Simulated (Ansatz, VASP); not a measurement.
# Cu in VASP and in Ansatz

The input INCAR:

```
SYSTEM = Cu
  PREC = Accurate
  ENCUT = 520
  EDIFF = 1E-7
  ISMEAR = 1
  SIGMA = 0.1
  LREAL = .False.
  LASPH = .True.
  NELM = 100
  ALGO = Normal
  ISIF = 2
  LWAVE = .False.
  LCHARG = .False.
  LDIPOL = .True.
  IDIPOL = 3
  DIPOL = 0.5 0.5 0.500
  GGA = PS
  NBANDS = 48
```

File KPOINTS:

```
regular mesh
0
Gamma
  24 24 1
  0 0 0
```

The input POSCAR:

```
Cu
1.0
    2.5195283580      0.0000000000      0.0000000000
    1.2597641790      2.1819755640      0.0000000000
    0.0000000000      0.0000000000     28.3431177410
Cu
7
Direct
    0.0000000000      0.0000000000      0.2822554693
    0.3333333333      0.3333333333      0.3548369796
    0.6666666667      0.6666666667      0.4274184898
    0.0000000000      0.0000000000      0.5000000000
    0.3333333333      0.3333333333      0.5725815102
    0.6666666667      0.6666666667      0.6451630204
    0.0000000000      0.0000000000      0.7177445307
```

Input for Ansatz:

```yaml
crystal:
  lattice:
    - [2.519528358, 0.0, 0.0]
    - [1.259764179, 2.181975564, 0.0]
    - [0.0, 0.0, 28.343117741]
  atoms:
    - { symbol: Cu, position: [0.0, 0.0, 0.2822554693] }
    - { symbol: Cu, position: [0.3333333333, 0.3333333333, 0.3548369796] }
    - { symbol: Cu, position: [0.6666666667, 0.6666666667, 0.4274184898] }
    - { symbol: Cu, position: [0.0, 0.0, 0.5] }
    - { symbol: Cu, position: [0.3333333333, 0.3333333333, 0.5725815102] }
    - { symbol: Cu, position: [0.6666666667, 0.6666666667, 0.6451630204] }
    - { symbol: Cu, position: [0.0, 0.0, 0.7177445307] }
kpoints:
  mp_grid: { grid: [24, 24, 1] }
scf:
  occupations: { method: cold, width: 0.1 }
hamiltonian:
  xc: pbesol
  pseudopotentials: { kind: paw, azcp: { folder: soft_1 } }
output:
  forces: true
  stress: false
  populations: false
efield:
  axis: 3
  dipole_correction: true
```

Alike in both runs: task single point; functional PBEsol; k mesh 24 × 24 × 1; no spin polarisation.

|  | VASP | Ansatz |
| --- | --- | --- |
| version | VASP 6.6.1 | Ansatz 0.2.0 |
| potentials or method | VASP PAW PBE potentials, release 64 (Cu) | plane-wave PAW, scalar-relativistic |
| plane-wave cutoff (eV) | 520 | 420 |
| occupations | methfessel-paxton of order 1, width 0.1 eV | cold, width 0.1 eV |
| valence electrons in the cell | 77 | 133 |

|  | VASP | Ansatz | Ansatz less VASP |
| --- | --- | --- | --- |
| rms of the force components (eV/Å) | 0.028 | 0.033 | +0.0053 |

VASP's potentials were made for PBE, not for PBEsol, and Ansatz warns of the same on its side. Atom by atom the forces differ by 0.007 eV/Å (rms over components). VASP's potentials hold 77 valence electrons a cell and Ansatz's 133, so a difference there can come from the potentials and not from the codes.
